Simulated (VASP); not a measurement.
Set up this calculation in VASP 6.6.1, as the native input.

```
Task                   : single point
Functional             : PBE
Potentials or basis    : VASP PAW PBE potentials, release 64 (Ir)
Cutoff                 : 520 eV
k mesh                 : 48 × 48 × 48
Occupations            : gaussian, width 0.1 eV
Spin                   : no spin polarisation
Dipole correction      : no
Further INCAR settings : ALGO = Fast; EDIFF = 1e-06; NBANDS = 10
```

The structure of Ir lies in POSCAR:

```
Ir
1.0
    0.0000000000      1.9353048277      1.9353048277
    1.9353048277      0.0000000000      1.9353048277
    1.9353048277      1.9353048277      0.0000000000
Ir
1
Direct
    0.0000000000      0.0000000000      0.0000000000
```

One way to write it, as run:

INCAR

```
SYSTEM = Ir
PREC = Accurate
ENCUT = 520
EDIFF = 1E-6
ISMEAR = 0
SIGMA = 0.1
LREAL = .FALSE.
LASPH = .TRUE.
NELM = 100
ALGO = Fast
ISIF = 2
LWAVE = .FALSE.
LCHARG = .TRUE.
GGA = PE
LELF = .TRUE.
LVHAR = .TRUE.
NBANDS = 10
```

KPOINTS

```
Automatic mesh
0
G
  48 48 48
  0 0 0
```

Potentials or basis: VASP PAW PBE potentials, release 64 (Ir).

Launch:

```sh
$ cat potpaw_PBE.64/Ir/POTCAR > POTCAR
$ mpirun -np 1 vasp_std > vasp.out
```

It gave:

* Pressure: 0.4 GPa

It used 460 s of CPU time on 1 thread of AMD EPYC 7R13 Processor (Zen 3), with other jobs on the host.
